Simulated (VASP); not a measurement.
## Co: single point with LDA

Co:

```
Co
1.0
    -1.36653    1.36653    1.36653
     1.36653   -1.36653    1.36653
     1.36653    1.36653   -1.36653
Co
1
Direct
  0.00000 0.00000 0.00000
```

This isn't the form of Co at room conditions, which is hcp.

| Item | Value |
| --- | --- |
| Program | VASP 6.6.1 |
| Task | single point |
| Functional | LDA |
| Potentials or basis | VASP PAW LDA potentials, release 64 (Co) |
| Cutoff | 520 eV |
| k mesh | 16 × 16 × 16 |
| Occupations | fermi-dirac, width 0.05 eV |
| Spin | non-collinear spin, typed start, spin-orbit coupling |
| Starting moments | [[0.0, 0.0, 1.683]] μB |

```
Pressure                                              : -1.3 GPa
Net moment                                            : 1.61 μB per cell
Valence electrons inside the program's atomic spheres : Co 8.40
```

Moments on the atoms (μB; x, y, z):
```
Co  0.00 0.00 1.60
```

It took 2.5 min on 1 thread of Intel(R) Xeon(R) Platinum 8488C (Sapphire Rapids), on a shared host, peak memory 0.26 GiB.
